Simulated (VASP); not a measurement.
# In (Fd-3m) in VASP: further runs

Runs on In. Level: PBE. Tasks: relaxation of cell and atoms, single point.

Program: VASP 6.6.1. These are calculated values, not measurements. Logs are shortened: lines on timing, memory, paths and dates and some standing lists are left out, and cuts for length are marked.

## (1) The cell of the first run

It takes space group Fd-3m (No. 227, cubic). Conventional cell: a = 5.624 Å, b = 5.624 Å, c = 5.624 Å, α = 90.00°, β = 90.00°, γ = 90.00°. In (site symmetry -43m) has 4 In at 2.44 Å within 3.2 Å.

## (2) Relaxation of cell and atoms, PBE, target pressure 28 GPa, at which the enthalpy is minimised

Input file INCAR:

```
SYSTEM = In
  PREC = Accurate
  ENCUT = 600
  EDIFF = 1E-7
  ISMEAR = -1
  SIGMA = 0.08
  LREAL = .False.
  LASPH = .True.
  NELM = 60
  ALGO = Normal
  ISIF = 3
  LWAVE = .False.
  LCHARG = .False.
  GGA = PE
  IBRION = 2
  NSW = 60
  EDIFFG = -0.005
  PSTRESS = 280.0
```

Input file KPOINTS:

```
regular mesh
0
Gamma
  12 12 12
  0 0 0
```

Input file POSCAR:

```
In
1.0
    0.0000000000      2.8121845836      2.8121845836
    2.8121845836      0.0000000000      2.8121845836
    2.8121845836      2.8121845836      0.0000000000
In
2
Direct
   -0.1250000000     -0.1250000000     -0.1250000000
    0.1250000000      0.1250000000      0.1250000000
```

Potentials or basis: VASP PAW PBE potentials, release 64 (In_d).

On the command line:

```console
> cat potpaw_PBE.64/In_d/POTCAR > POTCAR
> mpirun -np 1 vasp_std > vasp.out
```

OUTCAR:

```text
SYSTEM = In
   PREC = Accurate
   ENCUT = 600
   EDIFF = 1E-7
   ISMEAR = -1
   LREAL = .False.
   LASPH = .True.
   NELM = 60
   ISIF = 3
   GGA = PE
   IBRION = 2
   NSW = 60
   EDIFFG = -0.005
   PSTRESS = 280.0

 ion  position               nearest neighbor table
   1  0.875  0.875  0.875-   2 2.44   2 2.44   2 2.44   2 2.44
   2  0.125  0.125  0.125-   1 2.44   1 2.44   1 2.44   1 2.44

  LATTYP: Found a face centered cubic cell.
 ALAT       =     5.6243691672

  Lattice vectors:

 A1 = (   0.0000000000,   2.8121845836,   2.8121845836)
 A2 = (   2.8121845836,   0.0000000000,   2.8121845836)
 A3 = (   2.8121845836,   2.8121845836,   0.0000000000)

Analysis of symmetry for initial positions (statically):
=====================================================================
 Subroutine PRICEL returns:
 Original cell was already a primitive cell.

 Routine SETGRP: Setting up the symmetry group for a
 face centered cubic supercell.

 Subroutine GETGRP returns: Found 48 space group operations
 (whereof 12 operations were pure point group operations)
 out of a pool of 48 trial point group operations.

The static configuration has the point symmetry D_3d.
 The point group associated with its full space group is O_h .

Analysis of symmetry for dynamics (positions and initial velocities):
=====================================================================
 Subroutine PRICEL returns:
 Original cell was already a primitive cell.

 Routine SETGRP: Setting up the symmetry group for a
 face centered cubic supercell.

 Subroutine GETGRP returns: Found 48 space group operations
 (whereof 12 operations were pure point group operations)
 out of a pool of 48 trial point group operations.

The dynamic configuration has the point symmetry D_3d.
 The point group associated with its full space group is O_h .

 Subroutine INISYM returns: Found 48 space group operations
 (whereof 12 operations are pure point group operations),
 and found     1 'primitive' translations

----------------------------------------------------------------------------------------

                                     Primitive cell

  volume of cell :      44.4797

  direct lattice vectors                    reciprocal lattice vectors
     0.000000000  2.812184584  2.812184584    -0.177797717  0.177797717  0.177797717
     2.812184584  0.000000000  2.812184584     0.177797717 -0.177797717  0.177797717
     2.812184584  2.812184584  0.000000000     0.177797717  0.177797717 -0.177797717

  length of vectors
     3.977029578  3.977029578  3.977029578     0.307954680  0.307954680  0.307954680

  position of ions in fractional coordinates (direct lattice)
     0.875000000  0.875000000  0.875000000
     0.125000000  0.125000000  0.125000000

  ion indices of the primitive-cell ions
   primitive index   ion index
                 1           1
                 2           2

----------------------------------------------------------------------------------------

 KPOINTS: regular mesh

Automatic generation of k-mesh.
 Grid dimensions read from file:
 generate k-points for:   12   12   12

 Generating k-lattice:

  Cartesian coordinates                     Fractional coordinates (reciprocal lattice)
    -0.014816476  0.014816476  0.014816476     0.083333333  0.000000000  0.000000000
     0.014816476 -0.014816476  0.014816476     0.000000000  0.083333333  0.000000000
     0.014816476  0.014816476 -0.014816476     0.000000000  0.000000000  0.083333333

  Length of vectors
     0.025662890  0.025662890  0.025662890

  Shift w.r.t. Gamma in fractional coordinates (k-lattice)
     0.000000000  0.000000000  0.000000000

 Subroutine IBZKPT returns following result:
 ===========================================

 Found     72 irreducible k-points:

 Following reciprocal coordinates:
            Coordinates               Weight
  0.000000  0.000000  0.000000      1.000000
  0.083333  0.000000  0.000000      8.000000
  0.166667  0.000000  0.000000      8.000000
  0.250000  0.000000  0.000000      8.000000
  0.333333  0.000000  0.000000      8.000000
  0.416667  0.000000  0.000000      8.000000
[... 16 lines left out ...]
  0.500000  0.166667  0.000000     24.000000
 -0.416667  0.166667  0.000000     24.000000
 [... further k-points ...]
   k-points           NKPTS =     72   k-points in BZ     NKDIM =     72   number of bands    NBANDS=     17
   number of dos      NEDOS =    301   number of ions     NIONS =      2
   total plane-waves  NPLWV =  32768
   dimension x,y,z NGX =    32 NGY =   32 NGZ =   32
   dimension x,y,z NGXF=    64 NGYF=   64 NGZF=   64
   ions per type =               2
   NGX,Y,Z   is equivalent  to a cutoff of  13.38, 13.38, 13.38 a.u.
   NGXF,Y,Z  is equivalent  to a cutoff of  26.75, 26.75, 26.75 a.u.
 SYSTEM =  In
   PREC   = accura    normal or accurate (medium, high low for compatibility)
   ISTART =      0    job   : 0-new  1-cont  2-samecut
   ICHARG =      2    charge: 1-file 2-atom 10-const
   ISPIN  =      1    spin polarized calculation?
   LNONCOLLINEAR =      F non collinear calculations
   LSORBIT =      F    spin-orbit coupling
   LASPH  =      T    aspherical Exc in radial PAW
   ENCUT  =  600.0 eV  44.10 Ry    6.64 a.u.   7.94  7.94  7.94*2*pi/ulx,y,z
   NELM   =     60;   NELMIN=  2; NELMDL= -5     # of ELM steps
   EDIFF  = 0.1E-06   stopping-criterion for ELM
   LREAL  =      F    real-space projection
   EDIFFG = -.5E-02   stopping-criterion for IOM
   NSW    =     60    number of steps for IOM
   IBRION =      2    ionic relax: 0-MD 1-quasi-New 2-CG
   NFREE  =      1    steps in history (QN), initial steepest desc. (CG)
   ISIF   =      3    stress and relaxation
   ISYM   =      2    0-nonsym 1-usesym 2-fastsym
   POTIM  = 0.5000    time-step for ionic-motion
   TEBEG  =    0.0;   TEEND  =   0.0 temperature during run
   PSTRESS=  280.0 pullay stress
   NELECT =      26.0000    total number of electrons
   NUPDOWN=      -1.0000    fix difference up-down
   EMIN   =  10.00;   EMAX   =-10.00  energy-range for DOS
   EFERMI =   0.00;   METHOD = LEGACY
   ISMEAR =    -1;   SIGMA  =   0.08  broadening in eV -4-tet -1-fermi 0-gaus
   EFERMI_NEDOS =   21; number of points for ismear=-14 and -15
   IALGO  =     38    algorithm
   IMIX   =      4    mixing-type and parameters
     AMIX     =   0.40;   BMIX     =  1.00
     AMIX_MAG =   1.60;   BMIX_MAG =  1.00
  volume/ion in A,a.u.               =      22.24       150.08
  Fermi-wavevector in a.u.,A,eV,Ry     =   1.368817  2.586689 25.492700  1.873661
  Thomas-Fermi vector in A             =   2.494748
   LORBIT       =      0    0 simple, 1 ext, 2 COOP (PROOUT), +10 PAW based schemes
   GGA     = PE    functional components
   LHFCALC =     F    Hartree Fock is set to
   AEXX    =    0.0000 exact exchange contribution
   IVDW    =     0    specifies the selected vdW correction
   LEPSILON=     F    determine dielectric tensor
   LRPA    =     F    only Hartree local field effects (RPA)
 conjugate gradient relaxation of ions
 non-spin polarized calculation
  energy-cutoff  :      600.00
  volume of cell :       44.48
 maximum number of plane-waves:      1524
   NGX = 15   NGY = 15   NGZ = 15

--------------------------------------- Ionic step        1  -------------------------------------------

 number of electron      26.0000008 magnetization

 Free energy of the ion-electron system (eV)
  ---------------------------------------------------
  ext. energy  EPLUGINS =         0.00000000
  ---------------------------------------------------
  free energy    TOTEN  =        -1.71271237 eV

  energy without entropy =       -1.68774137  energy(sigma->0) =       -1.70022687

------------------------ aborting loop because EDIFF is reached ----------------------------------------

  FORCE on cell =-STRESS in cart. coord.  units (eV):
  Direction    XX          YY          ZZ          XY          YZ          ZX
  --------------------------------------------------------------------------------------
  -------------------------------------------------------------------------------------
  Total       13.1144299     13.1144299     13.1144299     -0.0000000     -0.0000000      0.0000000
  in kB      472.3876477    472.3876477    472.3876477     -0.0000000     -0.0000000      0.0000000
  external PRESSURE =     192.3876477 kB  Pullay stress =     280.0000000 kB
[... 25 lines left out ...]
--------------------------------------- Ionic step        2  -------------------------------------------

 number of electron      25.9999975 magnetization

 E-fermi :   4.9972     XC(G=0):  -9.0366

 val. band max:        4.9818294237   @ k =   0.4167   0.3333   0.0833
 cond. band min:       5.0132339559   @ k =  -0.1667   0.1667   0.0000
 fundamental gap:      0.0314045321
 Fermi energy:         4.9971926607

 k-point     1 :       0.0000    0.0000    0.0000
  band No.  band energies     occupation
      1      -9.8072      2.00000
      2      -9.8072      2.00000
      3      -9.8072      2.00000
      4      -9.7247      2.00000
      5      -9.7247      2.00000
      6      -9.1468      2.00000
[... 457 lines left out ...]
      4      -9.5755      2.00000
      5      -9.5508      2.00000
      6      -9.3078      2.00000
[... 9 lines left out ...]
     16      10.4748      0.00000
     17      11.2283      0.00000

 [... further k-points ...]
[... 5 lines left out ...]
  --------------------------------------------------------------------------------------
  -------------------------------------------------------------------------------------
  Total        2.4563052      2.4563052      2.4563052     -0.0000000      0.0000000     -0.0000000
  in kB       61.5094173     61.5094173     61.5094173     -0.0000000      0.0000000     -0.0000000
  external PRESSURE =    -218.4905827 kB  Pullay stress =     280.0000000 kB
[... 59 lines left out ...]
  energy  without entropy=       -3.0095185325  energy(sigma->0) =       -3.02211168

  enthalpy is  TOTEN    =         5.7687413979 eV   P V=        8.8034462331

[... ionic steps 4 to 13 ...]

--------------------------------------- Ionic step       14  -------------------------------------------

 number of electron      26.0000004 magnetization

------------------------ aborting loop because EDIFF is reached ----------------------------------------
[... 71 lines left out ...]
--------------------------------------- Ionic step       16  -------------------------------------------

 number of electron      26.0000004 magnetization

 Free energy of the ion-electron system (eV)
  ---------------------------------------------------
  ext. energy  EPLUGINS =         0.00000000
  ---------------------------------------------------
  free energy    TOTEN  =        -2.94443807 eV

  energy without entropy =       -2.91939211  energy(sigma->0) =       -2.93191509

 E-fermi :   7.5921     XC(G=0): -10.1996

 val. band max:        7.5252978177   @ k =  -0.1667   0.1667   0.0000
 cond. band min:       7.5974708308   @ k =   0.3333   0.2500   0.0000
 fundamental gap:      0.0721730131
 Fermi energy:         7.5920767328

 k-point     1 :       0.0000    0.0000    0.0000
  band No.  band energies     occupation
      1      -7.8592      2.00000
      2      -7.8592      2.00000
      3      -7.8592      2.00000
      4      -7.7466      2.00000
      5      -7.7466      2.00000
      6      -6.7551      2.00000
[... 457 lines left out ...]
      4      -7.4922      2.00000
      5      -7.4432      2.00000
      6      -7.0451      2.00000
[... 9 lines left out ...]
     16      14.3183      0.00000
     17      14.8159      0.00000

 [... further k-points ...]
[... 5 lines left out ...]
  --------------------------------------------------------------------------------------
  -------------------------------------------------------------------------------------
  Total        8.7012249      8.7012249      8.7012249      0.0000000     -0.0000000      0.0000000
  in kB      279.6903567    279.6903567    279.6903567      0.0000000     -0.0000000      0.0000000
  external PRESSURE =      -0.3096433 kB  Pullay stress =     280.0000000 kB
[... 21 lines left out ...]
  energy  without entropy=       -2.9193921148  energy(sigma->0) =       -2.93191509

  enthalpy is  TOTEN    =         5.7664198984 eV   P V=        8.7108579721

 reached required accuracy - stopping structural energy minimisation
```

It took 2.4 min on 1 thread of Intel Xeon 6975P-C (Granite Rapids), shared host; peak memory 0.21 GiB.

What came out:

* Free energy: -2.9444 eV
* Relaxed volume: 24.92 Å³/atom
* Relaxed cell: a = 4.131 Å, b = 4.131 Å, c = 4.131 Å, α = 60.00°, β = 60.00°, γ = 60.00°
* Space group after relaxing (to 0.05 Å): Fd-3m (No. 227)
* Energy change on relaxing (the enthalpy is what falls): -615.9 meV/atom
* Ionic steps: 16
* Pressure after relaxing: 28.0 GPa
* Band gap on the k mesh: zero (band 13 reaches 11.31 eV, above the bottom of band 14 at 5.63 eV)

Step by step:
```csv
step,energy change (eV),largest force (eV/Å),pressure (GPa),volume (Å³)
1,0.0000,0.0000,47.24,44.48
2,-2.5448,0.0000,6.15,63.98
3,-1.3220,0.0000,26.60,50.37
4,-1.2429,0.0000,27.84,49.91
5,-1.2233,0.0000,28.18,49.80
6,-1.2236,0.0000,28.14,49.80
7,-1.2246,0.0000,28.11,49.80
8,-1.2246,0.0000,28.13,49.80
9,-1.2246,0.0000,28.13,49.80
10,-1.2247,0.0000,28.13,49.80
11,-1.2248,0.0000,28.14,49.80
12,-1.2250,0.0000,28.12,49.81
13,-1.2255,0.0000,28.12,49.81
14,-1.2264,0.0000,28.09,49.81
15,-1.2282,0.0000,28.05,49.82
16,-1.2317,0.0000,27.97,49.84
```

Final structure:
```yaml
crystal:
  lattice:
    - [0.00000, 2.92097, 2.92097]
    - [2.92097, 0.00000, 2.92097]
    - [2.92097, 2.92097, 0.00000]
  atoms:
    - { symbol: In, position: [0.87500, 0.87500, 0.87500] }
    - { symbol: In, position: [0.12500, 0.12500, 0.12500] }
```

Levels at points of the mesh, in eV from the Fermi level:
```
           k point  band 11  band 12  band 13  band 14  band 15  band 16
(0.00, 0.00, 0.00)   -10.11     3.72     3.72     3.72     5.14     5.14
(0.50, 0.00, 0.00)    -7.26    -5.12     1.57     1.57     4.46     6.10
(0.50, 0.50, 0.00)    -5.46    -5.46    -0.82    -0.82     3.02     3.02
```

Caveat: the cell is relaxed towards a set pressure, so the enthalpy falls and the energy may rise; spin-orbit coupling is left out, which moves the levels of the heavy elements.

## (3) Relaxation of cell and atoms, PBE, target pressure 28 GPa, at which the enthalpy is minimised

This run uses another cell than the first one, of 24.91 Å³/atom, 1.120 times its volume.

Input file INCAR:

```
SYSTEM = In
PREC = Accurate
ENCUT = 600
EDIFF = 1E-7
ISMEAR = -1
SIGMA = 0.08
LREAL = .FALSE.
LASPH = .TRUE.
NELM = 100
ALGO = Normal
ISIF = 3
LWAVE = .FALSE.
LCHARG = .FALSE.
GGA = PE
IBRION = 2
NSW = 32
EDIFFG = -0.005
PSTRESS = 280.0
```

Input file KPOINTS:

```
regular mesh
0
G
  12 12 12
  0 0 0
```

Input file POSCAR:

```
In
1.0
    0.0000000000      2.9205112952      2.9205112952
    2.9205112952      0.0000000000      2.9205112952
    2.9205112952      2.9205112952      0.0000000000
In
2
Direct
   -0.1250000000     -0.1250000000     -0.1250000000
    0.1250000000      0.1250000000      0.1250000000
```

Potentials or basis: VASP PAW PBE potentials, release 64 (In_d).

On the command line:

```console
> cat potpaw_PBE.64/In_d/POTCAR > POTCAR
> mpirun -np 1 vasp_std > vasp.out
```

It took 64 s on 1 thread of Intel Xeon 6975P-C (Granite Rapids), shared host; peak memory 0.24 GiB.

Results (log left out):

* Free energy: -2.9498 eV
* Relaxed volume: 24.93 Å³/atom
* Relaxed cell: a = 4.131 Å, b = 4.131 Å, c = 4.131 Å, α = 60.00°, β = 60.00°, γ = 60.00°
* Space group after relaxing (to 0.05 Å): Fd-3m (No. 227)
* Energy change on relaxing (the enthalpy is what falls): -4.0 meV/atom
* Ionic steps: 3
* Pressure after relaxing: 28.0 GPa
* Band gap on the k mesh: zero (band 13 reaches 11.31 eV, above the bottom of band 14 at 5.62 eV)

Step by step:
```tsv
step	energy change (eV)	largest force (eV/Å)	pressure (GPa)	volume (Å³)
1	0.0000	0.0000	28.12	49.82
2	-0.0236	0.0000	27.71	49.96
3	-0.0080	0.0000	28.01	49.87
```

Final structure:
```xyz
2
Lattice="0.0000 2.9214 2.9214 2.9214 0.0000 2.9214 2.9214 2.9214 0.0000" Properties=species:S:1:pos:R:3 pbc="T T T"
In    5.1125    5.1125    5.1125
In    0.7304    0.7304    0.7304
```

Levels at points of the mesh, in eV from the Fermi level:
```tsv
k point	band 10	band 11	band 12	band 13	band 14	band 15	band 16	band 17
(0.00, 0.00, 0.00)	-14.13	-10.11	3.72	3.72	3.72	5.14	5.14	5.14
(0.50, 0.00, 0.00)	-14.08	-7.26	-5.12	1.57	1.57	4.45	6.09	6.09
(0.50, 0.50, 0.00)	-14.01	-5.46	-5.46	-0.82	-0.82	3.02	3.02	13.29
```

Caveat: the cell is relaxed towards a set pressure, so the enthalpy falls and the energy may rise; spin-orbit coupling is left out, which moves the levels of the heavy elements.

## (4) Single point, PBE

This run uses another cell than the first one, of 24.91 Å³/atom, 1.120 times its volume.

Input file INCAR:

```
SYSTEM = In
ALGO = Normal
EDIFF = 1E-6
ENCUT = 520
GGA = PE
ISIF = 2
ISMEAR = -1
LASPH = .TRUE.
LCHARG = .TRUE.
LELF = .TRUE.
LREAL = .FALSE.
LVHAR = .TRUE.
LWAVE = .FALSE.
NBANDS = 20
NELM = 100
PREC = Accurate
SIGMA = 0.08
```

Input file KPOINTS:

```
k-points
0
G
  12 12 12
  0 0 0
```

POSCAR is that of step 3.

On the command line:

```console
> cat potpaw_PBE.64/In_d/POTCAR > POTCAR
> mpirun -np 1 vasp_std > vasp.out
```

Wall time 32 s (1 thread of AMD EPYC 9R45 (Zen 5), shared host); peak memory 0.17 GiB.

Results (log left out):

| Property | Result |
| --- | --- |
| Free energy | -2.9416 eV |
| Pressure | 28.1 GPa |
| Band gap on the k mesh | zero (band 13 reaches 11.32 eV, above the bottom of band 14 at 5.63 eV) |

Levels at points of the mesh, in eV from the Fermi level:
```csv
k point,band 9,band 10,band 11,band 12,band 13,band 14,band 15,band 16,band 17,band 18
"(0.00, 0.00, 0.00)",-14.13,-14.13,-10.12,3.72,3.72,3.72,5.15,5.15,5.15,5.86
"(0.50, 0.00, 0.00)",-14.08,-14.08,-7.27,-5.13,1.57,1.57,4.46,6.10,6.10,6.91
"(0.50, 0.50, 0.00)",-14.01,-14.01,-5.46,-5.46,-0.82,-0.82,3.02,3.02,13.30,13.30
```

Caveat: spin-orbit coupling is left out, which moves the levels of the heavy elements.

## (5) Single point, PBE

This run uses another cell than the first one, of 24.91 Å³/atom, 1.120 times its volume.

Input file INCAR:

```
PREC = Accurate ; ENCUT = 520
EDIFF = 1E-6 ; ISMEAR = -1
SIGMA = 0.08 ; LREAL = F
LASPH = T ; NELM = 80
ALGO = Normal ; ISIF = 2
LWAVE = F ; LCHARG = F
GGA = PE ; NBANDS = 20
```

Input file KPOINTS:

```
Automatic mesh
0
Gamma
  12 12 12
```

POSCAR is that of step 4.

On the command line:

```console
> cat potpaw_PBE.64/In_d/POTCAR > POTCAR
> mpirun -np 1 vasp_std > vasp.out
```

Run time: 30 s. Hardware: 1 thread of AMD EPYC 9R45 (Zen 5), shared host; peak memory 0.17 GiB.

Results (log left out):

* Free energy: -2.9416 eV
* Pressure: 28.1 GPa
* Band gap on the k mesh: zero (band 13 reaches 11.32 eV, above the bottom of band 14 at 5.63 eV)

Levels at points of the mesh, in eV from the Fermi level:
| k point | band 10 | band 11 | band 12 | band 13 | band 14 | band 15 | band 16 | band 17 |
| --- | --- | --- | --- | --- | --- | --- | --- | --- |
| (0.00, 0.00, 0.00) | -14.13 | -10.12 | 3.72 | 3.72 | 3.72 | 5.15 | 5.15 | 5.15 |
| (0.50, 0.00, 0.00) | -14.08 | -7.27 | -5.13 | 1.57 | 1.57 | 4.46 | 6.10 | 6.10 |
| (0.50, 0.50, 0.00) | -14.01 | -5.46 | -5.46 | -0.82 | -0.82 | 3.02 | 3.02 | 13.30 |

Caveat: spin-orbit coupling is left out, which moves the levels of the heavy elements.

## (6) Overview

| task | cell | cutoff (eV) | gap on the mesh (eV) | pressure (GPa) |
| --- | --- | --- | --- | --- |
| relaxation of cell and atoms | relaxed to 28 GPa from a = 3.977 Å, angles 60.0°, 2 atoms | 600 | none | 28.0 |
| relaxation of cell and atoms | relaxed to 28 GPa from a = 4.130 Å, angles 60.0°, 2 atoms | 600 | none | 28.0 |
| single point | a = 4.130 Å, angles 60.0°, 2 atoms | 520 | none | 28.1 |

Alike in all rows: level PBE; potentials or basis VASP PAW PBE potentials, release 64 (In_d); no spin polarisation; k mesh 12 × 12 × 12; smearing fermi-dirac 0.08 eV.

Caveats: spin-orbit coupling is left out, which moves the levels of the heavy elements; the cell is relaxed towards a set pressure, so the enthalpy falls and the energy may rise (some runs).

Total energies depend on the potentials used, so only differences within one code and one set of settings carry meaning.
